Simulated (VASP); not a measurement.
A run of VASP 6.6.1 is set up as follows.

The input INCAR:

```
SYSTEM = Na2H3
ALGO = Normal
EDIFF = 1E-6
EDIFFG = -0.04
ENCUT = 600
GGA = PE
IBRION = 2
ISIF = 3
ISMEAR = 0
LASPH = .TRUE.
LCHARG = .FALSE.
LREAL = .FALSE.
LWAVE = .FALSE.
NELM = 100
NSW = 90
PREC = Accurate
SIGMA = 0.1
```

The input KPOINTS:

```
k-points
0
G
  6 6 6
  0 0 0
```

POSCAR

```
Na2H3
1.0
    2.6804539433      1.5475608057      4.8788287022
   -2.6804539433      1.5475608057      4.8788287022
    0.0000000000     -3.0951216115      4.8788287022
Na H
4 6
Direct
    0.8521800000      0.8521800000      0.8521800000
    0.6478200000      0.6478200000      0.6478200000
    0.1478200000      0.1478200000      0.1478200000
    0.3521800000      0.3521800000      0.3521800000
    0.0562500000      0.4437500000      0.7500000000
    0.7500000000      0.0562500000      0.4437500000
    0.4437500000      0.7500000000      0.0562500000
    0.9437500000      0.5562500000      0.2500000000
    0.2500000000      0.9437500000      0.5562500000
    0.5562500000      0.2500000000      0.9437500000
```

Potentials or basis: VASP PAW PBE potentials, release 64 (Na_pv, H).

Launch:

```console
$ cat potpaw_PBE.64/Na_pv/POTCAR potpaw_PBE.64/H/POTCAR > POTCAR
$ mpirun -np 1 vasp_std > vasp.out
```

(1) Estimate the relaxed cell.

(2) Predict the relaxed volume.

(3) Estimate the band gap on the k mesh.

(4) Estimate the space group after relaxing (to 0.1 Å).

Results:

(1) a = 5.906 Å, b = 5.906 Å, c = 5.906 Å, α = 59.77°, β = 59.77°, γ = 59.77°.

(2) 14.49 Å³/atom.

(3) zero (bands 17 and 18 overlap by 0.34 eV).

(4) R-3c (No. 167).

Caveat: the volume moved by over 15 % at a fixed basis, so the end points are rough.
